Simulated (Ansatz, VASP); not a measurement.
One calculation of Pd, two programs

```xyz
3
Lattice="4.5042 0.0000 0.0000 -2.2521 3.9007 0.0000 0.0000 0.0000 2.6806" Properties=species:S:1:pos:R:3 pbc="T T T"
Pd    0.0000    0.0000    0.0000
Pd    0.0000    2.6005    1.3403
Pd    2.2521    1.3002    1.3403
```

Change from the starting cell: volume scaled by 1, crystal datasets.

Alike in both runs: task single point; functional PBE; k mesh 9 × 9 × 12; occupations fermi-dirac, width 0.1 eV; no spin polarisation.

|  | VASP | Ansatz |
| --- | --- | --- |
| version | VASP 6.6.1 | Ansatz 0.2.0 |
| potentials or method | VASP PAW PBE potentials, release 64 (Pd), cutoff 520 eV | all-electron PAW with datasets made for the crystal, scalar-relativistic |

Ansatz gave:

- pressure (GPa): -0.1
- traceless stress, the component that is largest in VASP (GPa): 0.02

Q: Which values does VASP return?

A: Pressure (GPa): -0.3; traceless stress, the component that is largest in VASP (GPa): 0.05.

Ansatz ran all-electron here, and VASP with PAW potentials.
